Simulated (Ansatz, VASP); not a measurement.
## Two plane-wave programs on Ga3Se

```
Ga Se
1.0
     4.40843    0.00000    0.00000
     0.00000    4.40843    0.00000
     0.00000    0.00000    4.40843
Ga Se
3 1
Cartesian
  0.0000 2.2042 2.2042
  2.2042 0.0000 2.2042
  2.2042 2.2042 0.0000
  0.0000 0.0000 0.0000
```

Alike in both runs: functional PBE; k mesh 10 × 10 × 10; occupations gaussian, width 0.1 eV; no spin polarisation.

Ansatz relaxed the structure, and its values are those at the end. VASP's run is a single point on that final structure, the one shown.

```csv
,VASP,Ansatz
version,VASP 6.6.1,Ansatz 0.2.0
potentials or method,"VASP PAW PBE potentials, release 64 (Ga_d, Se), cutoff 520 eV","scalar-relativistic, plane waves, PAW"
valence electrons in the cell,45,55
```

|  | VASP | Ansatz | Ansatz less VASP |
| --- | --- | --- | --- |
| gap on the k mesh at the Fermi level (eV) | none | none | - |
| pressure (GPa) | 0.2 | 0.0 | -0.17 |

A gap of «none» marks a metal or a gap that the smearing closes. VASP's potentials hold 45 valence electrons a cell and Ansatz's 55, so a difference there can come from the potentials and not from the codes.
